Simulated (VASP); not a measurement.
Write the native input for VASP 6.6.1 that does the following.

* Task: single point
* Functional: r2SCAN
* Potentials or basis: VASP PAW PBE potentials, release 64 (Hf_pv, N)
* Cutoff: 520 eV
* k mesh: 18 × 18 × 18
* Occupations: fermi-dirac, width 0.08 eV
* Spin: no spin polarisation
* Dipole correction: no
* Further INCAR settings: ALGO = Normal; EDIFF = 1e-07; NBANDS = 14

The system is HfN.

```
Hf N
1.0
     0.00000    2.26287    2.26287
     2.26287    0.00000    2.26287
     2.26287    2.26287    0.00000
Hf N
1 1
Direct
  0.00000 0.00000 0.00000
  0.50000 0.50000 0.50000
```

The input as run:

POSCAR

```
HfN
1.0
    0.0000000000      2.2628742935      2.2628742935
    2.2628742935      0.0000000000      2.2628742935
    2.2628742935      2.2628742935      0.0000000000
Hf N
1 1
Direct
    0.0000000000      0.0000000000      0.0000000000
    0.5000000000      0.5000000000      0.5000000000
```

INCAR.step1

```
SYSTEM = HfN
PREC     = Accurate       ! precision mode
ENCUT    = 520            ! plane-wave cutoff, eV
ISMEAR   = -1             ! smearing method
SIGMA    = 0.08           ! smearing width, eV
LREAL    = .FALSE.        ! projectors in reciprocal space
LASPH    = .TRUE.         ! aspherical terms in the spheres
NELM     = 80             ! most SCF steps
NBANDS   = 14             ! bands
GGA      = PE             ! functional
ALGO     = Normal         ! electronic algorithm
EDIFF    = 1E-4           ! SCF threshold, eV
LWAVE    = .TRUE.         ! write WAVECAR
LCHARG   = .FALSE.        ! write CHGCAR
```

INCAR.step2

```
SYSTEM = HfN
PREC     = Accurate       ! precision mode
ENCUT    = 520            ! plane-wave cutoff, eV
EDIFF    = 1E-7           ! SCF threshold, eV
ISMEAR   = -1             ! smearing method
SIGMA    = 0.08           ! smearing width, eV
LREAL    = .FALSE.        ! projectors in reciprocal space
LASPH    = .TRUE.         ! aspherical terms in the spheres
NELM     = 80             ! most SCF steps
ALGO     = Normal         ! electronic algorithm
ISIF     = 2              ! what is computed and relaxed
LWAVE    = .FALSE.        ! write WAVECAR
LCHARG   = .FALSE.        ! write CHGCAR
METAGGA  = R2SCAN         ! meta-GGA
LMIXTAU  = .TRUE.       
NBANDS   = 14             ! bands
ISTART   = 1
```

KPOINTS

```
Automatic mesh
0
G
  18 18 18
  0 0 0
```

Potentials or basis: VASP PAW PBE potentials, release 64 (Hf_pv, N).

Command:

```sh
$ cat potpaw_PBE.64/Hf_pv/POTCAR potpaw_PBE.64/N/POTCAR > POTCAR
$ cp INCAR.step1 INCAR
$ mpirun -np 1 vasp_std > vasp.out
$ cp INCAR.step2 INCAR
$ mpirun -np 1 vasp_std > vasp.out
```

Results of the run:

```yaml
Pressure: -2.7 GPa
Band_gap_on_the_k_mesh: zero (an odd number of electrons rules out a gap without spin polarisation)
```

Caveat: the PAW data sets were made with another functional, which shifts forces and pressure a little; spin-orbit coupling is left out, which moves the levels of the heavy elements; an odd number of electrons without spin polarisation forces a metal; a magnetic or distorted state may lie lower.

Wall time 4 min on 1 thread of Intel Xeon 8259CL (shared host), peak memory 0.2 GiB.
